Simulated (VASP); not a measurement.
Wanted: the native input for a VASP 6.6.1 run.

```yaml
Task: single point
Functional: r2SCAN
Potentials_or_basis: VASP PAW PBE potentials, release 64 (Mn_pv, O)
Cutoff: 520 eV
k_mesh: 6 × 6 × 8
Occupations: fermi-dirac, width 0.05 eV
Spin: collinear spin, ferromagnetic start
Starting_moments: "[4.0, 4.0, 0.0, 0.0, 0.0, 0.0] μB"
Dipole_correction: no
Further_INCAR_settings: ALGO = Normal; EDIFF = 1e-07; NBANDS = 38
```

MnO2:

```
CELL_PARAMETERS angstrom
4.40042 0.00000 0.00000
0.00000 4.40042 0.00000
0.00000 0.00000 2.86708
ATOMIC_POSITIONS crystal
Mn 0.50000 0.50000 0.50000
Mn 0.00000 0.00000 0.00000
O 0.80492 0.19508 0.50000
O 0.69508 0.69508 0.00000
O 0.19508 0.80492 0.50000
O 0.30492 0.30492 0.00000
```

These files were run (other wordings do the same):

POSCAR

```
MnO2
1.0
    4.4004184607      0.0000000000      0.0000000000
    0.0000000000      4.4004184607      0.0000000000
    0.0000000000      0.0000000000      2.8670779400
Mn O
2 4
Direct
    0.5000000000      0.5000000000      0.5000000000
    0.0000000000      0.0000000000      0.0000000000
    0.8049161500      0.1950838500      0.5000000000
    0.6950838500      0.6950838500      0.0000000000
    0.1950838500      0.8049161500      0.5000000000
    0.3049161500      0.3049161500      0.0000000000
```

INCAR.step1

```
PREC = Accurate
ENCUT = 520
ISMEAR = -1
SIGMA = 0.05
LREAL = F
LASPH = T
NELM = 150
ISPIN = 2
MAGMOM = 4 4 0 0 0 0
LMAXMIX = 4
NBANDS = 38
GGA = PE
ALGO = Normal
EDIFF = 1E-4
LWAVE = T
LCHARG = F
```

INCAR.step2

```
PREC = Accurate
ENCUT = 520
EDIFF = 1E-7
ISMEAR = -1
SIGMA = 0.05
LREAL = F
LASPH = T
NELM = 150
ALGO = Normal
ISIF = 2
LWAVE = F
LCHARG = F
ISPIN = 2
MAGMOM = 4 4 0 0 0 0
LORBIT = 11
LMAXMIX = 4
METAGGA = R2SCAN
LMIXTAU = T
NBANDS = 38
ISTART = 1
```

KPOINTS

```
regular mesh
0
Gamma
  6 6 8
```

Potentials or basis: VASP PAW PBE potentials, release 64 (Mn_pv, O).

Run with:

```sh
$ cat potpaw_PBE.64/Mn_pv/POTCAR potpaw_PBE.64/O/POTCAR > POTCAR
$ cp INCAR.step1 INCAR
$ mpirun -np 1 vasp_std > vasp.out
$ cp INCAR.step2 INCAR
$ mpirun -np 1 vasp_std > vasp.out
```

It gave:

The pressure is 0.3 GPa and the largest force is 0.018 eV/Å. The net moment is 6.00 μB per cell, the site moments are Mn +2.81; O +0.06 μB and the valence electrons inside the program's atomic spheres are Mn 11.68; O 5.07.

Caveat: the PAW data sets were made with another functional, which shifts forces and pressure a little; only a ferromagnetic start was run, and an antiferromagnetic order may lie lower in energy.

Run time: 8.7 min on 1 thread of AMD EPYC 9R45 96-Core Processor (Zen 5), on a shared host, peak memory 0.27 GiB.
